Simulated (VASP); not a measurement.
# PbSe (Clausthalite) (Fm-3m) in VASP: single point with PBE

Aim: the single point of PbSe (Clausthalite) with PBE.

Program: VASP 6.6.1. These are calculated values, not measurements. Logs are shortened: lines on timing, memory, paths and dates and some standing lists are left out, and cuts for length are marked.

## Step 1: The cell of the first run

It takes space group Fm-3m (No. 225, cubic). Conventional cell: a = 6.121 Å, b = 6.121 Å, c = 6.121 Å, α = 90.00°, β = 90.00°, γ = 90.00°. Pb (site symmetry m-3m) has 6 Se at 3.06 Å within 4.0 Å. Se (site symmetry m-3m) has 6 Pb at 3.06 Å within 4.0 Å.

## Step 2: Single point, PBE

File INCAR:

```
SYSTEM = PbSe
ALGO     = Normal         ! electronic algorithm
EDIFF    = 1E-6           ! SCF threshold, eV
ENCUT    = 500            ! plane-wave cutoff, eV
GGA      = PE             ! functional
GGA_COMPAT= .FALSE.      
ISIF     = 2              ! what is computed and relaxed
ISMEAR   = 0              ! smearing method
LASPH    = .TRUE.         ! aspherical terms in the spheres
LCHARG   = .TRUE.         ! write CHGCAR
LELF     = .TRUE.         ! ELF
LREAL    = .FALSE.        ! projectors in reciprocal space
LVHAR    = .TRUE.       
LWAVE    = .FALSE.        ! write WAVECAR
NBANDS   = 17             ! bands
NELM     = 120            ! most SCF steps
PREC     = Accurate       ! precision mode
SIGMA    = 0.01           ! smearing width, eV
```

File KPOINTS:

```
k-points
0
G
  5 5 5
  0 0 0
```

File POSCAR:

```
PbSe
1.0
    0.0000000000      3.0606500000      3.0606500000
    3.0606500000      0.0000000000      3.0606500000
    3.0606500000      3.0606500000      0.0000000000
Pb Se
1 1
Direct
    0.0000000000      0.0000000000      0.0000000000
    0.5000000000      0.5000000000      0.5000000000
```

Potentials or basis: VASP PAW PBE potentials, release 64 (Pb_d, Se).

Run with:

```bash
> cat potpaw_PBE.64/Pb_d/POTCAR potpaw_PBE.64/Se/POTCAR > POTCAR
> mpirun -np 1 vasp_std > vasp.out
```

OUTCAR:

```text
SYSTEM = PbSe
   EDIFF = 1E-6
   ENCUT = 500
   GGA = PE
   ISIF = 2
   ISMEAR = 0
   LASPH = .TRUE.
   LREAL = .FALSE.
   NELM = 120
   PREC = Accurate

 ion  position               nearest neighbor table
   1  0.000  0.000  0.000-   2 3.06   2 3.06   2 3.06   2 3.06   2 3.06   2 3.06
   2  0.500  0.500  0.500-   1 3.06   1 3.06   1 3.06   1 3.06   1 3.06   1 3.06

  LATTYP: Found a face centered cubic cell.
 ALAT       =     6.1213000000

  Lattice vectors:

 A1 = (   0.0000000000,   3.0606500000,   3.0606500000)
 A2 = (   3.0606500000,   0.0000000000,   3.0606500000)
 A3 = (   3.0606500000,   3.0606500000,   0.0000000000)

Analysis of symmetry for initial positions (statically):
=====================================================================
 Subroutine PRICEL returns:
 Original cell was already a primitive cell.

 Routine SETGRP: Setting up the symmetry group for a
 face centered cubic supercell.

 Subroutine GETGRP returns: Found 48 space group operations
[... 9 lines left out ...]

 Routine SETGRP: Setting up the symmetry group for a
 face centered cubic supercell.

 Subroutine GETGRP returns: Found 48 space group operations
[... 11 lines left out ...]
                                     Primitive cell

  volume of cell :      57.3418

  direct lattice vectors                    reciprocal lattice vectors
     0.000000000  3.060650000  3.060650000    -0.163363991  0.163363991  0.163363991
     3.060650000  0.000000000  3.060650000     0.163363991 -0.163363991  0.163363991
     3.060650000  3.060650000  0.000000000     0.163363991  0.163363991 -0.163363991

  length of vectors
     4.328412740  4.328412740  4.328412740     0.282954733  0.282954733  0.282954733

  position of ions in fractional coordinates (direct lattice)
     0.000000000  0.000000000  0.000000000
     0.500000000  0.500000000  0.500000000

  ion indices of the primitive-cell ions
   primitive index   ion index
                 1           1
                 2           2

----------------------------------------------------------------------------------------

 KPOINTS: k-points

Automatic generation of k-mesh.
 Grid dimensions read from file:
 generate k-points for:    5    5    5

 Generating k-lattice:

  Cartesian coordinates                     Fractional coordinates (reciprocal lattice)
    -0.032672798  0.032672798  0.032672798     0.200000000  0.000000000  0.000000000
     0.032672798 -0.032672798  0.032672798     0.000000000  0.200000000  0.000000000
     0.032672798  0.032672798 -0.032672798     0.000000000  0.000000000  0.200000000

  Length of vectors
     0.056590947  0.056590947  0.056590947

  Shift w.r.t. Gamma in fractional coordinates (k-lattice)
     0.000000000  0.000000000  0.000000000

 Subroutine IBZKPT returns following result:
 ===========================================

 Found     10 irreducible k-points:

 Following reciprocal coordinates:
            Coordinates               Weight
  0.000000  0.000000  0.000000      1.000000
  0.200000  0.000000  0.000000      8.000000
  0.400000  0.000000  0.000000      8.000000
  0.200000  0.200000  0.000000      6.000000
  0.400000  0.200000  0.000000     24.000000
 -0.400000  0.200000  0.000000     24.000000
 -0.200000  0.200000  0.000000     12.000000
  0.400000  0.400000  0.000000      6.000000
 -0.400000  0.400000  0.000000     12.000000
 -0.400000  0.400000  0.200000     24.000000
   k-points           NKPTS =     10   k-points in BZ     NKDIM =     10   number of bands    NBANDS=     17
   number of dos      NEDOS =    301   number of ions     NIONS =      2
   total plane-waves  NPLWV =  32768
   dimension x,y,z NGX =    32 NGY =   32 NGZ =   32
   dimension x,y,z NGXF=    64 NGYF=   64 NGZF=   64
   ions per type =               1   1
   NGX,Y,Z   is equivalent  to a cutoff of  12.29, 12.29, 12.29 a.u.
   NGXF,Y,Z  is equivalent  to a cutoff of  24.58, 24.58, 24.58 a.u.
 SYSTEM =  PbSe
   PREC   = accura    normal or accurate (medium, high low for compatibility)
   ISTART =      0    job   : 0-new  1-cont  2-samecut
   ICHARG =      2    charge: 1-file 2-atom 10-const
   ISPIN  =      1    spin polarized calculation?
   LNONCOLLINEAR =      F non collinear calculations
   LSORBIT =      F    spin-orbit coupling
   LASPH  =      T    aspherical Exc in radial PAW
   ENCUT  =  500.0 eV  36.75 Ry    6.06 a.u.   7.89  7.89  7.89*2*pi/ulx,y,z
   NELM   =    120;   NELMIN=  2; NELMDL= -5     # of ELM steps
   EDIFF  = 0.1E-05   stopping-criterion for ELM
   LREAL  =      F    real-space projection
   EDIFFG = 0.1E-04   stopping-criterion for IOM
   NSW    =      0    number of steps for IOM
   IBRION =     -1    ionic relax: 0-MD 1-quasi-New 2-CG
   NFREE  =      0    steps in history (QN), initial steepest desc. (CG)
   ISIF   =      2    stress and relaxation
   ISYM   =      2    0-nonsym 1-usesym 2-fastsym
   POTIM  = 0.5000    time-step for ionic-motion
   TEBEG  =    0.0;   TEEND  =   0.0 temperature during run
   PSTRESS=    0.0 pullay stress
   NELECT =      20.0000    total number of electrons
   NUPDOWN=      -1.0000    fix difference up-down
   EMIN   =  10.00;   EMAX   =-10.00  energy-range for DOS
   EFERMI =   0.00;   METHOD = LEGACY
   ISMEAR =     0;   SIGMA  =   0.01  broadening in eV -4-tet -1-fermi 0-gaus
   EFERMI_NEDOS =   21; number of points for ismear=-14 and -15
   IALGO  =     38    algorithm
   IMIX   =      4    mixing-type and parameters
     AMIX     =   0.40;   BMIX     =  1.00
     AMIX_MAG =   1.60;   BMIX_MAG =  1.00
  volume/ion in A,a.u.               =      28.67       193.48
  Fermi-wavevector in a.u.,A,eV,Ry     =   1.152377  2.177676 18.068159  1.327972
  Thomas-Fermi vector in A             =   2.289028
   LORBIT       =      0    0 simple, 1 ext, 2 COOP (PROOUT), +10 PAW based schemes
   GGA     = PE    functional components
   LHFCALC =     F    Hartree Fock is set to
   AEXX    =    0.0000 exact exchange contribution
   IVDW    =     0    specifies the selected vdW correction
   LEPSILON=     F    determine dielectric tensor
   LRPA    =     F    only Hartree local field effects (RPA)
 non-spin polarized calculation
 Gauss-broadening in eV      SIGMA  =   0.01
  energy-cutoff  :      500.00
  volume of cell :       57.34
 maximum number of plane-waves:      1476
   NGX = 15   NGY = 15   NGZ = 15

 number of electron      20.0000000 magnetization

 Free energy of the ion-electron system (eV)
  ---------------------------------------------------
  ext. energy  EPLUGINS =         0.00000000
  ---------------------------------------------------
  free energy    TOTEN  =        -8.18993016 eV

  energy without entropy =       -8.18993016  energy(sigma->0) =       -8.18993016

 E-fermi :   4.7883     XC(G=0):  -9.5340

 val. band max:        4.6867763146   @ k =   0.4000   0.0000   0.0000
 cond. band min:       5.8736454066   @ k =   0.4000   0.0000   0.0000
 fundamental gap:      1.1868690920
 Fermi energy:         4.7882566661

 k-point     1 :       0.0000    0.0000    0.0000
  band No.  band energies     occupation
      1     -11.7743      2.00000
      2     -11.7743      2.00000
      3     -11.7743      2.00000
      4     -11.7707      2.00000
      5     -11.7707      2.00000
      6      -8.5319      2.00000
[... 9 lines left out ...]
     16      11.5813      0.00000
     17      13.2384      0.00000

 k-point     2 :       0.2000    0.0000    0.0000
  band No.  band energies     occupation
      1     -11.7798      2.00000
      2     -11.7798      2.00000
      3     -11.7730      2.00000
      4     -11.7622      2.00000
      5     -11.7622      2.00000
      6      -8.2387      2.00000
[... 9 lines left out ...]
     16      12.3861      0.00000
     17      15.4831      0.00000

 k-point     3 :       0.4000    0.0000    0.0000
  band No.  band energies     occupation
      1     -11.7933      2.00000
      2     -11.7933      2.00000
      3     -11.7715      2.00000
      4     -11.7439      2.00000
      5     -11.7439      2.00000
      6      -7.6090      2.00000
[... 9 lines left out ...]
     16      14.3736      0.00000
     17      16.2167      0.00000

 k-point     4 :       0.2000    0.2000    0.0000
  band No.  band energies     occupation
      1     -11.8000      2.00000
      2     -11.7806      2.00000
      3     -11.7641      2.00000
      4     -11.7595      2.00000
      5     -11.7595      2.00000
      6      -8.1318      2.00000
[... 9 lines left out ...]
     16      13.7533      0.00000
     17      14.2123      0.00000

 k-point     5 :       0.4000    0.2000    0.0000
  band No.  band energies     occupation
      1     -11.8261      2.00000
      2     -11.7774      2.00000
      3     -11.7728      2.00000
      4     -11.7495      2.00000
      5     -11.7409      2.00000
      6      -7.5885      2.00000
[... 9 lines left out ...]
     16      15.4137      0.00000
     17      16.2080      0.00000

 k-point     6 :      -0.4000    0.2000    0.0000
  band No.  band energies     occupation
      1     -11.8212      2.00000
      2     -11.7843      2.00000
      3     -11.7646      2.00000
      4     -11.7510      2.00000
      5     -11.7418      2.00000
      6      -7.3147      2.00000
[... 9 lines left out ...]
     16      14.3475      0.00000
     17      16.7082      0.00000

 k-point     7 :      -0.2000    0.2000    0.0000
  band No.  band energies     occupation
      1     -11.7935      2.00000
      2     -11.7857      2.00000
      3     -11.7693      2.00000
      4     -11.7580      2.00000
      5     -11.7509      2.00000
      6      -7.8094      2.00000
[... 9 lines left out ...]
     16      14.6047      0.00000
     17      15.2196      0.00000

 k-point     8 :       0.4000    0.4000    0.0000
  band No.  band energies     occupation
      1     -11.8811      2.00000
      2     -11.7907      2.00000
      3     -11.7534      2.00000
      4     -11.7341      2.00000
      5     -11.7341      2.00000
      6      -7.2758      2.00000
[... 9 lines left out ...]
     16      16.0977      0.00000
     17      17.2963      0.00000

 k-point     9 :      -0.4000    0.4000    0.0000
  band No.  band energies     occupation
      1     -11.8760      2.00000
      2     -11.7817      2.00000
      3     -11.7618      2.00000
      4     -11.7380      2.00000
      5     -11.7336      2.00000
      6      -7.0937      2.00000
[... 9 lines left out ...]
     16      15.8535      0.00000
     17      17.7139      0.00000

 k-point    10 :      -0.4000    0.4000    0.2000
  band No.  band energies     occupation
      1     -11.8522      2.00000
      2     -11.7728      2.00000
      3     -11.7707      2.00000
      4     -11.7505      2.00000
      5     -11.7344      2.00000
      6      -7.1848      2.00000
[... 9 lines left out ...]
     16      16.3787      0.00000
     17      16.4641      0.00000

------------------------ aborting loop because EDIFF is reached ----------------------------------------

  FORCE on cell =-STRESS in cart. coord.  units (eV):
  Direction    XX          YY          ZZ          XY          YZ          ZX
  --------------------------------------------------------------------------------------
  -------------------------------------------------------------------------------------
  Total        0.8033246      0.8033246      0.8033246     -0.0000000     -0.0000000      0.0000000
  in kB       22.4455697     22.4455697     22.4455697     -0.0000000     -0.0000000      0.0000000
  external PRESSURE =      22.4455697 kB  Pullay stress =       0.0000000 kB

 VOLUME and BASIS-vectors are now :
 -----------------------------------------------------------------------------
  energy-cutoff  :      500.00
  volume of cell :       57.34
      direct lattice vectors                 reciprocal lattice vectors
     0.000000000  3.060650000  3.060650000    -0.163363991  0.163363991  0.163363991
     3.060650000  0.000000000  3.060650000     0.163363991 -0.163363991  0.163363991
     3.060650000  3.060650000  0.000000000     0.163363991  0.163363991 -0.163363991

 POSITION                                       TOTAL-FORCE (eV/Angst)
 -----------------------------------------------------------------------------------
      0.00000      0.00000      0.00000        -0.000000      0.000000      0.000000
      3.06065      3.06065      3.06065         0.000000     -0.000000     -0.000000
 -----------------------------------------------------------------------------------
    total drift:                                0.000000     -0.000000     -0.000000

  FREE ENERGIE OF THE ION-ELECTRON SYSTEM (eV)
  ---------------------------------------------------
  free  energy   TOTEN  =        -8.1899301563 eV

  energy  without entropy=       -8.1899301563  energy(sigma->0) =       -8.18993016
```

Run time: 38 s. Hardware: 1 thread of Intel Xeon 8259CL, shared host; peak memory 0.17 GiB.

What came out:

- Free energy: -8.1899 eV
- Pressure: 2.2 GPa

Caveat: this odd mesh misses L, where the gap lies, so gap, dielectric constants and Born charges aren't listed; spin-orbit coupling is left out, which moves the levels of the heavy elements.
